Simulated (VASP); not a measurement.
InAs, 8 atoms in the cell. The structure is cubic, space group F-43m (No. 216). The conventional cell has a = 6.087 Å, b = 6.087 Å, c = 6.087 Å, α = 90.00°, β = 90.00°, γ = 90.00°. Within 3.5 Å of In (site symmetry -43m) lie 4 As at 2.64 Å. Within 3.5 Å of As (site symmetry -43m) lie 4 In at 2.64 Å. 

* Program: VASP 6.6.1
* Task: single point
* Functional: PBEsol
* Potentials or basis: VASP PAW PBE potentials, release 64 (In_d, As)
* Cutoff: 520 eV
* k mesh: 6 × 6 × 6
* Occupations: gaussian, width 0.15 eV
* Spin: no spin polarisation
* Dipole correction: no
* Further INCAR settings: ALGO = Normal; EDIFF = 1e-06; NBANDS = 46

Potentials or basis: VASP PAW PBE potentials, release 64 (In_d, As).

Command:

```console
$ cat potpaw_PBE.64/In_d/POTCAR potpaw_PBE.64/As/POTCAR > POTCAR
$ mpirun -np 1 vasp_std > vasp.out
```

Hardware: 1 thread of AMD EPYC 7R13 (shared host).

Problem. Estimate the wall time of this run.

Solution. It took 3.5 min on 1 thread of AMD EPYC 7R13, with other jobs on the host, peak memory 0.42 GiB. Counts: scf iterations 14, k points 20.
